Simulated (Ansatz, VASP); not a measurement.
**GaAs in VASP and in Ansatz**

Contents of POSCAR:

```
GaAs
1.0
    2.8268500000      2.8268500000      0.0000000000
   -2.8268500000      2.8268500000      0.0000000000
    0.0000000000      2.8268500000      2.8268500000
Ga As
1 1
Direct
    0.0000000000      0.0000000000      0.0000000000
    0.7500000000      0.2500000000      0.5000000000
```

Contents of INCAR.step1:

```
SYSTEM = GaAs
ALGO = Normal ; EDIFF = 1E-4
ENCUT = 600 ; GGA = PE
ISMEAR = -1 ; LASPH = .True.
LCHARG = .False. ; LREAL = .False.
LWAVE = .True. ; NELM = 100
PREC = Accurate ; SIGMA = 0.08
```

Contents of INCAR.step2:

```
SYSTEM = GaAs
ALGO = Normal ; EDIFF = 1E-7
EDIFFG = -0.002 ; ENCUT = 600
IBRION = 2 ; ISIF = 3
ISMEAR = -1 ; ISTART = 1
LASPH = .True. ; LCHARG = .False.
LMIXTAU = .True. ; LREAL = .False.
LWAVE = .False. ; METAGGA = R2SCAN
NELM = 100 ; NSW = 100
PREC = Accurate ; SIGMA = 0.08
```

KPOINTS

```
k-points
0
Gamma
  12 12 12
  0 0 0
```

Input for Ansatz:

```yaml
crystal:
  lattice:
    - [2.82685, 2.82685, 0.0]
    - [-2.82685, 2.82685, 0.0]
    - [0.0, 2.82685, 2.82685]
  atoms:
    - { symbol: Ga, position: [0.0, 0.0, 0.0] }
    - { symbol: As, position: [0.75, 0.25, 0.5] }
kpoints:
  mp_grid: { grid: [12, 12, 12] }
scf:
  occupations: { method: fermi_dirac, width: 0.08 }
hamiltonian:
  xc: r2scan
  pseudopotentials: { kind: paw }
relax:
  f_tol: 0.002
  max_steps: 80
  cell: {}
output:
  forces: true
  stress: true
```

Alike in both runs: task relaxation of cell and atoms; functional r2SCAN; k mesh 12 × 12 × 12; occupations fermi-dirac, width 0.08 eV; no spin polarisation.

|  | VASP | Ansatz |
| --- | --- | --- |
| version | VASP 6.6.1 | Ansatz 0.2.0 |
| potentials or method | VASP PAW PBE potentials, release 64 (Ga_d, As) | PAW with Ansatz's default frozen-core files, scalar-relativistic |
| plane-wave cutoff (eV) | 600 | 500 |
| valence electrons in the cell | 18 | 28 |

|  | VASP | Ansatz | Ansatz less VASP |
| --- | --- | --- | --- |
| relaxed volume (Å³/atom) | 22.77 | 22.75 | -0.024 |
| relaxed cell length with the largest relative difference (Å) | 4.008 | 4.007 | -0.0014 |

VASP's potentials were made for PBE, not for r2SCAN. VASP's potentials hold 18 valence electrons a cell and Ansatz's 28, so a difference there can come from the potentials and not from the codes.
